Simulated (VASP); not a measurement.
# AlGa15As16 (a cell with a defect) in VASP: single point with PBEsol

Aim: the single point of AlGa15As16 (a cell with a defect) with PBEsol.

Program: VASP 6.6.1. These are calculated values, not measurements. Logs are shortened: lines on timing, memory, paths and dates and some standing lists are left out, and cuts for length are marked.

## (1) The cell of the first run

The cell holds a defect, 32 atoms: a = 9.800 Å, b = 9.800 Å, c = 9.800 Å, α = 109.47°, β = 109.47°, γ = 109.47°.

## (2) Single point, PBEsol

INCAR

```
SYSTEM = AlGa15As16
PREC = Accurate
ENCUT = 520
EDIFF = 1E-6
ISMEAR = 0
SIGMA = 0.02
LREAL = Auto
LASPH = .TRUE.
NELM = 80
ALGO = Normal
ISIF = 2
LWAVE = .FALSE.
LCHARG = .TRUE.
GGA = PS
LELF = .TRUE.
LVHAR = .TRUE.
NBANDS = 161
```

KPOINTS

```
Automatic mesh
0
Gamma
  2 2 2
  0.5 0.5 0.5
```

POSCAR

```
AlGa15As16
1.0
    5.6578590059     -5.6578590059      5.6578590059
   -5.6578590059     -5.6578590059     -5.6578590059
    5.6578590059      5.6578590059     -5.6578590059
Al Ga As
1 15 16
Direct
    0.2500000000      0.2500000000      0.5000000000
    0.5000000000      0.2500000000      0.2500000000
    0.5000000000      0.0000000000      0.5000000000
    0.7500000000      0.2500000000      0.0000000000
    0.7500000000      0.0000000000      0.2500000000
    0.7500000000      0.7500000000      0.5000000000
    0.0000000000      0.2500000000      0.7500000000
    0.0000000000      1.0000000000      0.0000000000
    0.0000000000      0.7500000000      0.2500000000
    0.0000000000      0.5000000000      0.5000000000
    0.2500000000      0.0000000000      0.7500000000
    0.2500000000      0.7500000000      0.0000000000
    0.2500000000      0.5000000000      0.2500000000
    0.5000000000      0.7500000000      0.7500000000
    0.5000000000      0.5000000000      0.0000000000
    0.7500000000      0.5000000000      0.7500000000
    0.5000000000      0.5000000000      0.7500000000
    0.7500000000      0.5000000000      0.5000000000
    0.7500000000      0.2500000000      0.7500000000
    0.0000000000      0.5000000000      0.2500000000
    0.0000000000      0.2500000000      0.5000000000
    0.0000000000      0.0000000000      0.7500000000
    0.2500000000      0.5000000000      0.0000000000
    0.2500000000      0.2500000000      0.2500000000
    0.2500000000      0.0000000000      0.5000000000
    0.2500000000      0.7500000000      0.7500000000
    0.5000000000      0.2500000000      0.0000000000
    0.5000000000      0.0000000000      0.2500000000
    0.5000000000      0.7500000000      0.5000000000
    0.7500000000      0.0000000000      0.0000000000
    0.7500000000      0.7500000000      0.2500000000
    0.0000000000      0.7500000000      0.0000000000
```

Potentials or basis: VASP PAW PBE potentials, release 64 (Al, Ga_d, As).

Run with:

```sh
$ cat potpaw_PBE.64/Al/POTCAR potpaw_PBE.64/Ga_d/POTCAR potpaw_PBE.64/As/POTCAR > POTCAR
$ mpirun -np 1 vasp_std > vasp.out
```

OUTCAR:

```text
SYSTEM = AlGa15As16
   PREC = Accurate
   ENCUT = 520
   EDIFF = 1E-6
   ISMEAR = 0
   LREAL = Auto
   LASPH = .TRUE.
   NELM = 80
   ISIF = 2
   GGA = PS

 ion  position               nearest neighbor table
   1  0.250  0.250  0.500-  17 2.45  21 2.45  24 2.45  25 2.45
   2  0.500  0.250  0.250-  18 2.45  24 2.45  27 2.45  28 2.45
   3  0.500  0.000  0.500-  19 2.45  25 2.45  28 2.45  29 2.45
   4  0.750  0.250  0.000-  19 2.45  20 2.45  27 2.45  30 2.45
   5  0.750  0.000  0.250-  21 2.45  28 2.45  30 2.45  31 2.45
   6  0.750  0.750  0.500-  18 2.45  22 2.45  29 2.45  31 2.45
[... 24 lines left out ...]
  31  0.750  0.750  0.250-   5 2.45   6 2.45   9 2.45  15 2.45
  32  0.000  0.750  0.000-   8 2.45   9 2.45  12 2.45  16 2.45

  LATTYP: Found a body centered cubic cell.
 ALAT       =    11.3157180118

  Lattice vectors:

 A1 = (   5.6578590059,  -5.6578590059,   5.6578590059)
 A2 = (  -5.6578590059,  -5.6578590059,  -5.6578590059)
 A3 = (   5.6578590059,   5.6578590059,  -5.6578590059)

Analysis of symmetry for initial positions (statically):
=====================================================================
 Subroutine PRICEL returns:
 Original cell was already a primitive cell.

 Routine SETGRP: Setting up the symmetry group for a
 body centered cubic supercell.

 Subroutine GETGRP returns: Found 24 space group operations
 (whereof  2 operations were pure point group operations)
 out of a pool of 48 trial point group operations.

The static configuration has the point symmetry C_1h.
 The point group associated with its full space group is T_d .

Analysis of symmetry for dynamics (positions and initial velocities):
=====================================================================
 Subroutine PRICEL returns:
 Original cell was already a primitive cell.

 Routine SETGRP: Setting up the symmetry group for a
 body centered cubic supercell.

 Subroutine GETGRP returns: Found 24 space group operations
 (whereof  2 operations were pure point group operations)
 out of a pool of 48 trial point group operations.

The dynamic configuration has the point symmetry C_1h.
 The point group associated with its full space group is T_d .

 Subroutine INISYM returns: Found 24 space group operations
 (whereof  2 operations are pure point group operations),
 and found     1 'primitive' translations

----------------------------------------------------------------------------------------

                                     Primitive cell

  volume of cell :     724.4632
[... 140 lines left out ...]
   EFERMI =   0.00;   METHOD = LEGACY
   ISMEAR =     0;   SIGMA  =   0.02  broadening in eV -4-tet -1-fermi 0-gaus
   EFERMI_NEDOS =   21; number of points for ismear=-14 and -15
   IALGO  =     38    algorithm
   IMIX   =      4    mixing-type and parameters
     AMIX     =   0.40;   BMIX     =  1.00
     AMIX_MAG =   1.60;   BMIX_MAG =  1.00
  volume/ion in A,a.u.               =      22.64       152.78
  Fermi-wavevector in a.u.,A,eV,Ry     =   1.189646  2.248104 19.255740  1.415257
  Thomas-Fermi vector in A             =   2.325748
   LORBIT       =      0    0 simple, 1 ext, 2 COOP (PROOUT), +10 PAW based schemes
   GGA     = PS    functional components
   LHFCALC =     F    Hartree Fock is set to
   AEXX    =    0.0000 exact exchange contribution
   IVDW    =     0    specifies the selected vdW correction
   LEPSILON=     F    determine dielectric tensor
   LRPA    =     F    only Hartree local field effects (RPA)
 non-spin polarized calculation
 Gauss-broadening in eV      SIGMA  =   0.02
  energy-cutoff  :      520.00
  volume of cell :      724.46
 maximum number of plane-waves:     19512
 NGX is ok and might be reduce to    80
   NGX = 37   NGY = 37   NGZ = 37

 number of electron     277.9999880 magnetization

 Free energy of the ion-electron system (eV)
  ---------------------------------------------------
  ext. energy  EPLUGINS =         0.00000000
  ---------------------------------------------------
  free energy    TOTEN  =      -146.39633330 eV

  energy without entropy =     -146.39633330  energy(sigma->0) =     -146.39633330

 E-fermi :   3.2652     XC(G=0):  -9.7268

 val. band max:        3.1358669263   @ k =   0.2500   0.2500   0.2500
 cond. band min:       5.1677509788   @ k =  -0.2500   0.2500   0.2500
 fundamental gap:      2.0318840524
 Fermi energy:         3.2651904821

 k-point     1 :       0.2500    0.2500    0.2500
  band No.  band energies     occupation
      1     -11.0510      2.00000
      2     -11.0510      2.00000
      3     -11.0510      2.00000
      4     -11.0505      2.00000
      5     -11.0504      2.00000
      6     -11.0504      2.00000
[... 143 lines left out ...]
    150       5.9334      0.00000
    151       5.9334      0.00000

 k-point     2 :      -0.2500    0.2500    0.2500
  band No.  band energies     occupation
      1     -11.0612      2.00000
      2     -11.0612      2.00000
      3     -11.0558      2.00000
      4     -11.0513      2.00000
      5     -11.0469      2.00000
      6     -11.0469      2.00000
[... 143 lines left out ...]
    150       6.5527      0.00000
    151       6.7755      0.00000
 [bands above 151 left out]

------------------------ aborting loop because EDIFF is reached ----------------------------------------

  FORCE on cell =-STRESS in cart. coord.  units (eV):
  Direction    XX          YY          ZZ          XY          YZ          ZX
  --------------------------------------------------------------------------------------
  -------------------------------------------------------------------------------------
  Total        1.1672080      1.1672080      1.1672080     -0.0000000      0.0000000     -0.0000000
  in kB        2.5813239      2.5813239      2.5813239     -0.0000000      0.0000000     -0.0000000
  external PRESSURE =       2.5813239 kB  Pullay stress =       0.0000000 kB

 VOLUME and BASIS-vectors are now :
 -----------------------------------------------------------------------------
  energy-cutoff  :      520.00
  volume of cell :      724.46
      direct lattice vectors                 reciprocal lattice vectors
     5.657859006 -5.657859006  5.657859006     0.088372651 -0.088372651  0.000000000
    -5.657859006 -5.657859006 -5.657859006     0.000000000 -0.088372651 -0.088372651
     5.657859006  5.657859006 -5.657859006     0.088372651  0.000000000 -0.088372651

 POSITION                                       TOTAL-FORCE (eV/Angst)
 -----------------------------------------------------------------------------------
      2.82893      0.00000     -2.82893         0.000000      0.000000      0.000000
      2.82893     -2.82893      0.00000        -0.006594     -0.007943      0.007943
      5.65786      0.00000      0.00000         0.007943      0.006594      0.007943
      2.82893     -5.65786      2.82893         0.000000      0.000000      0.000000
      5.65786     -2.82893      2.82893        -0.007943      0.007943     -0.006594
      2.82893     -5.65786     -2.82893         0.000000      0.000000      0.000000
[... 24 lines left out ...]
      1.41446     -7.07232     -1.41446         0.003186      0.007591     -0.003186
     -4.24339     -4.24339     -4.24339         0.003186     -0.003186      0.007591
 -----------------------------------------------------------------------------------
    total drift:                               -0.000007      0.000009      0.000007

  FREE ENERGIE OF THE ION-ELECTRON SYSTEM (eV)
  ---------------------------------------------------
  free  energy   TOTEN  =      -146.3963333041 eV

  energy  without entropy=     -146.3963333041  energy(sigma->0) =     -146.39633330
```

Wall time 15 min (1 thread of AMD EPYC 7R43 (Zen 3), shared host); peak memory 0.99 GiB.

What came out:

```yaml
Free_energy: -146.3963 eV
Pressure: 0.3 GPa
Largest_force: 0.035 eV/Å
Band_gap_on_the_k_mesh: 2.03 eV
```

Forces on the atoms (eV/Å):
```
Al   0.000  0.000  0.000
Ga  -0.007 -0.008  0.008
Ga   0.008  0.007  0.008
Ga   0.000  0.000  0.000
Ga  -0.008  0.008 -0.007
Ga   0.000  0.000  0.000
Ga  -0.007  0.008 -0.008
Ga  -0.008 -0.007  0.008
Ga   0.007  0.008  0.008
Ga  -0.008  0.007 -0.008
Ga   0.008  0.008  0.007
Ga   0.000  0.000  0.000
Ga  -0.008 -0.008  0.007
Ga   0.007 -0.008 -0.008
Ga   0.008 -0.007 -0.008
Ga   0.008 -0.008 -0.007
As   0.020 -0.020 -0.020
As  -0.003 -0.008 -0.003
As   0.008  0.003 -0.003
As  -0.008  0.003  0.003
As  -0.020  0.020 -0.020
As  -0.003  0.008  0.003
As  -0.003 -0.003 -0.008
As  -0.020 -0.020  0.020
As   0.020  0.020  0.020
As   0.003  0.003 -0.008
As   0.008 -0.003  0.003
As  -0.003  0.003  0.008
As   0.003 -0.008  0.003
As  -0.008 -0.003 -0.003
As   0.003  0.008 -0.003
As   0.003 -0.003  0.008
```

Levels at points of the mesh, in eV from the valence-band top:
```
           k point  band 135  band 136  band 137  band 138  band 139  band 140  band 141  band 142  band 143  band 144
(0.25, 0.25, 0.25)     -0.01     -0.01      0.00      0.00      0.00      2.05      2.05      2.05      2.20      2.72
```

Caveat: the PAW data sets were made with another functional, which shifts forces and pressure a little.
